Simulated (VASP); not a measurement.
**ScAl3: single point with BLYP+D4**

The system is ScAl3.

```xyz
4
Lattice="4.0499 0.0000 0.0000 0.0000 4.0499 0.0000 0.0000 0.0000 4.0499" Properties=species:S:1:pos:R:3 pbc="T T T"
Sc    0.0000    0.0000    0.0000
Al    2.0249    2.0249    0.0000
Al    0.0000    2.0249    2.0249
Al    2.0249    0.0000    2.0249
```

```json
{"Program": "VASP 6.6.1", "Task": "single point", "Functional": "BLYP", "Dispersion": "D4", "Potentials or basis": "VASP PAW PBE potentials, release 64 (Sc_sv, Al)", "Cutoff": "520 eV", "k mesh": "7 × 7 × 7", "Occupations": "fermi-dirac, width 0.05 eV", "Spin": "no spin polarisation", "Dipole correction": "no", "Further INCAR settings": "ALGO = Normal; EDIFF = 1e-06; NBANDS = 18"}
```

```json
{
  "Pressure": "0.1 GPa",
  "Band gap on the k mesh": "zero (band 10 reaches 9.01 eV, above the bottom of band 11 at 5.33 eV)",
  "Dispersion energy per atom": "-0.667 eV"
}
```

Levels at points of the mesh, in eV from the Fermi level:
| k point | band 8 | band 9 | band 10 | band 11 | band 12 | band 13 |
| --- | --- | --- | --- | --- | --- | --- |
| (0.00, 0.00, 0.00) | -1.71 | -1.71 | -1.71 | 1.35 | 1.35 | 1.35 |

Wall time 52 s on 1 thread of Intel Xeon 8259CL (shared host), peak memory 0.17 GiB.

Caveat: the PAW data sets were made with another functional, which shifts forces and pressure a little; pairwise dispersion overbinds metals, which lowers pressure and volume.
